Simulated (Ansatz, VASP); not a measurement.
Two plane-wave programs on TiC

```
Ti C
1.0
     0.06759    2.15872    2.10561
     2.29408   -0.01892    2.19211
     2.20083    2.15197    0.07433
Ti C
1 1
Direct
  0.00735 0.00156 0.99669
  0.51358 0.50020 0.49826
```

Alike in both runs: task single point; functional LDA; k mesh 8 × 8 × 8; no spin polarisation.

```csv
,VASP,Ansatz
version,VASP 6.6.1,Ansatz 0.2.0
potentials or method,"VASP PAW LDA potentials, release 64 (Ti_sv, C), cutoff 600 eV","plane waves, PAW"
occupations,"methfessel-paxton of order 1, width 0.1 eV",methfessel-paxton of order 1
valence electrons in the cell,16,16
```

```csv
,VASP,Ansatz,Ansatz less VASP
pressure (GPa),-9.9,-10.4,-0.48
"traceless stress, the component that is largest in VASP (GPa)",-13.01,-13.07,-0.054
rms of the force components (eV/Å),0.115,0.114,-0.0011
```

LDA's correlation is that of Perdew and Zunger in VASP and of Perdew and Wang (1992) in Ansatz. Atom by atom the forces differ by 0.001 eV/Å (rms over components). Ansatz's warnings: stress scf threshold loose.
